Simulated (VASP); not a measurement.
Wanted: the native input for a VASP 6.6.1 run.

- Task: single point
- Functional: PBE
- Potentials or basis: VASP PAW PBE potentials, release 64 (Sn_d, Al)
- Cutoff: 520 eV
- k mesh: 7 × 7 × 8
- Occupations: gaussian, width 0.027 eV
- Spin: no spin polarisation
- Dipole correction: no
- Further INCAR settings: ALGO = Normal; EDIFF = 1e-06; NBANDS = 16

The structure of AlSn lies in POSCAR:

```
AlSn
1.0
    4.1981056157      0.0000000000      0.0000000000
   -2.0990528078      3.6356661109      0.0000000000
    0.0000000000      0.0000000000      3.3068470000
Sn Al
1 1
Direct
    0.3333333333      0.6666666667      0.5000000000
    0.0000000000      0.0000000000      0.0000000000
```

The input as run:

INCAR

```
ALGO = Normal
EDIFF = 1E-6
ENCUT = 520
GGA = PE
ISIF = 2
ISMEAR = 0
LASPH = T
LCHARG = T
LELF = T
LREAL = F
LVHAR = T
LWAVE = F
NBANDS = 16
NELM = 80
PREC = Accurate
SIGMA = 0.027000000000000003
```

KPOINTS

```
k-points
0
Gamma
  7 7 8
```

Potentials or basis: VASP PAW PBE potentials, release 64 (Sn_d, Al).

Command:

```console
$ cat potpaw_PBE.64/Sn_d/POTCAR potpaw_PBE.64/Al/POTCAR > POTCAR
$ mpirun -np 1 vasp_std > vasp.out
```

It gave:

| Quantity | Value |
| --- | --- |
| Pressure | 0.2 GPa |
| Band gap on the k mesh | zero (an odd number of electrons rules out a gap without spin polarisation) |

Caveat: spin-orbit coupling is left out, which moves the levels of the heavy elements.

Run time: 48 s on 1 thread of Intel Xeon 8259CL (shared host), peak memory 0.19 GiB.
